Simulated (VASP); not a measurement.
Write the native input for VASP 6.6.1 that does the following.

- Task: single point
- Functional: PBE
- Potentials or basis: VASP PAW PBE potentials, release 64 (Ge_d)
- Cutoff: 520 eV
- k mesh: 6 × 6 × 2
- Occupations: gaussian, width 0.1 eV
- Spin: no spin polarisation
- Dipole correction: no
- Further INCAR settings: ALGO = Normal; EDIFF = 1e-06; NBANDS = 51

The structure of Ge lies in POSCAR:

```
Ge
1.0
    3.6671355600      0.0000000000      0.0000000000
   -1.8335677800      3.1758325500      0.0000000000
    0.0000000000      0.0000000000      9.3342282500
Ge
6
Direct
    0.0000000000      0.0000000000      0.5000000000
    0.0000000000      0.0000000000      0.0000000000
    0.6666666700      0.3333333300      0.3797952800
    0.3333333300      0.6666666700      0.6202047200
    0.3333333300      0.6666666700      0.8797952800
    0.6666666700      0.3333333300      0.1202047200
```

The cell was generated, and may not be a known phase.

These files were run (other wordings do the same):

INCAR

```
SYSTEM = Ge
  PREC = Accurate
  ENCUT = 520
  EDIFF = 1E-6
  ISMEAR = 0
  SIGMA = 0.1
  LREAL = .FALSE.
  LASPH = .TRUE.
  NELM = 100
  ALGO = Normal
  ISIF = 2
  LWAVE = .FALSE.
  LCHARG = .FALSE.
  GGA = PE
  NBANDS = 51
```

KPOINTS

```
Automatic mesh
0
G
  6 6 2
  0 0 0
```

Potentials or basis: VASP PAW PBE potentials, release 64 (Ge_d).

Command:

```bash
$ cat potpaw_PBE.64/Ge_d/POTCAR > POTCAR
$ mpirun -np 1 vasp_std > vasp.out
```

Results of the run:

The pressure is 26.9 GPa and the largest force is 2.112 eV/Å. The band gap on the k mesh is zero (bands 42 and 43 overlap by 1.34 eV).

Caveat: the stress differs along the axes, from 23 to 29 GPa; forces of over 1 eV/Å act on the atoms, so gaps and moduli don't describe the material at rest.

Run time: 120 s on 1 thread of Intel Xeon 8259CL, on a shared host, peak memory 0.23 GiB.
